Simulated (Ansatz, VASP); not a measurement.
BeOs3 in VASP and in Ansatz

```
Be Os
1.0
     3.76978    0.00000    0.00000
     0.00000    3.76978    0.00000
     0.00000    0.00000    3.76978
Be Os
1 3
Direct
  0.00000 0.00000 0.00000
  0.00000 0.50000 0.50000
  0.50000 0.00000 0.50000
  0.50000 0.50000 0.00000
```

Alike in both runs: functional PBE; k mesh 6 × 6 × 6; occupations gaussian, width 0.1 eV; no spin polarisation.

Ansatz relaxed the structure, and its values are those at the end. VASP's run is a single point on that final structure, the one shown.

|  | VASP | Ansatz |
| --- | --- | --- |
| version | VASP 6.6.1 | Ansatz 0.2.0 |
| potentials or method | VASP PAW PBE potentials, release 64 (Be, Os), cutoff 520 eV | scalar-relativistic, plane waves, PAW |
| valence electrons in the cell | 26 | 50 |

Ansatz gave:

* gap on the k mesh at the Fermi level (eV): none
* pressure (GPa): -0.3

Question: What did VASP give for the same quantities?

Answer: gap on the k mesh at the Fermi level (eV): none; pressure (GPa): -0.2.

A gap of «none» marks a metal or a gap that the smearing closes. VASP's potentials hold 26 valence electrons a cell and Ansatz's 50, so a difference there can come from the potentials and not from the codes.

Neither program's run includes spin-orbit coupling.
